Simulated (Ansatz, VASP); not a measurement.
One calculation of ZnF2, two programs

Contents of POSCAR:

```
ZnF2
1.0
    4.6402390500      0.0000000000      0.0000000000
    0.0000000000      4.6402390500      0.0000000000
    0.0000000000      0.0000000000      3.0868413500
Zn F
2 4
Direct
    0.0000000000      0.0000000000      0.0000000000
    0.5000000000      0.5000000000      0.5000000000
    0.3032131100      0.3032131100      0.0000000000
    0.1967868900      0.8032131100      0.5000000000
    0.6967868900      0.6967868900      0.0000000000
    0.8032131100      0.1967868900      0.5000000000
```

Contents of INCAR.step1:

```
SYSTEM = ZnF2
PREC     = Accurate       ! precision mode
ENCUT    = 580            ! plane-wave cutoff, eV
ISMEAR   = -1             ! smearing method
SIGMA    = 0.02           ! smearing width, eV
LREAL    = .False.        ! projectors in reciprocal space
LASPH    = .True.         ! aspherical terms in the spheres
NELM     = 120            ! most SCF steps
GGA      = PE             ! functional
ALGO     = Normal         ! electronic algorithm
EDIFF    = 1E-5           ! SCF threshold, eV
LWAVE    = .True.         ! write WAVECAR
LCHARG   = .False.        ! write CHGCAR
GGA_COMPAT= .False.      
IBRION   = 2              ! ionic algorithm
EDIFFG   = -0.01          ! ionic threshold
NELMIN   = 4            
NSW      = 100            ! ionic steps
KPAR     = 4
```

Contents of INCAR.step2:

```
SYSTEM = ZnF2
PREC     = Accurate       ! precision mode
ENCUT    = 580            ! plane-wave cutoff, eV
EDIFF    = 1E-7           ! SCF threshold, eV
ISMEAR   = -1             ! smearing method
SIGMA    = 0.02           ! smearing width, eV
LREAL    = .False.        ! projectors in reciprocal space
LASPH    = .True.         ! aspherical terms in the spheres
NELM     = 120            ! most SCF steps
ALGO     = Normal         ! electronic algorithm
ISIF     = 2              ! what is computed and relaxed
LWAVE    = .False.        ! write WAVECAR
LCHARG   = .False.        ! write CHGCAR
METAGGA  = R2SCAN         ! meta-GGA
LMIXTAU  = .True.       
IBRION   = 2              ! ionic algorithm
NSW      = 50             ! ionic steps
EDIFFG   = -0.01          ! ionic threshold
ISTART   = 1            
GGA_COMPAT= .False.      
NELMIN   = 4            
KPAR     = 4
```

File KPOINTS:

```
regular mesh
0
Gamma
  6 6 10
  0 0 0
```

Input for Ansatz:

```yaml
crystal:
  lattice:
    - [4.64023905, 0.0, 0.0]
    - [0.0, 4.64023905, 0.0]
    - [0.0, 0.0, 3.08684135]
  atoms:
    - { symbol: Zn, position: [0.0, 0.0, 0.0] }
    - { symbol: Zn, position: [0.5, 0.5, 0.5] }
    - { symbol: F, position: [0.30321311, 0.30321311, 0.0] }
    - { symbol: F, position: [0.19678689, 0.80321311, 0.5] }
    - { symbol: F, position: [0.69678689, 0.69678689, 0.0] }
    - { symbol: F, position: [0.80321311, 0.19678689, 0.5] }
  symmetry: { tolerance: 0.0003 }
hamiltonian:
  xc: r2scan
  pseudopotentials: { kind: paw, azcp: { folder: soft_1 } }
basis:
  ecutwfc: 500
magnetization:
  spin_polarized: false
scf:
  occupations: { method: fermi_dirac, width: 0.02 }
kpoints:
  mp_grid: { grid: [6, 6, 10], shift: [0, 0, 0] }
  band_path:
    path:
      - [0.0, 0.0, 0.0]
      - [0.0, 0.5, 0.0]
      - [0.5, 0.5, 0.0]
      - [0.0, 0.0, 0.0]
      - [0.0, 0.0, 0.5]
      - [0.0, 0.5, 0.5]
      - [0.5, 0.5, 0.5]
      - [0.0, 0.0, 0.5]
      - [0.0, 0.5, 0.0]
      - [0.0, 0.5, 0.5]
      - [0.5, 0.5, 0.0]
    npoints: 7
output:
  forces: true
  stress: true
  eigenvalues: true
  write_potential: true
  elf: true
  volumetric_format: npy
  dos: { e_range: [-12, 8], de: 0.05 }
relax:
  max_steps: 30
```

Alike in both runs: task relaxation of the atoms; functional r2SCAN; k mesh 6 × 6 × 10; occupations fermi-dirac, width 0.02 eV; no spin polarisation.

|  | VASP | Ansatz |
| --- | --- | --- |
| version | VASP 6.6.1 | Ansatz 0.2.0 |
| potentials or method | VASP PAW PBE potentials, release 64 (Zn, F), cutoff 580 eV | PAW plane waves |
| valence electrons in the cell | 52 | 52 |

VASP gave:

- gap on the k mesh at the Fermi level, each at its own relaxed structure (eV): 4.25

Task: Estimate Ansatz's values.

Result: gap on the k mesh at the Fermi level, each at its own relaxed structure (eV): 4.32.

VASP's potentials were made for PBE, not for r2SCAN. Ansatz's warnings: stress scf threshold loose.
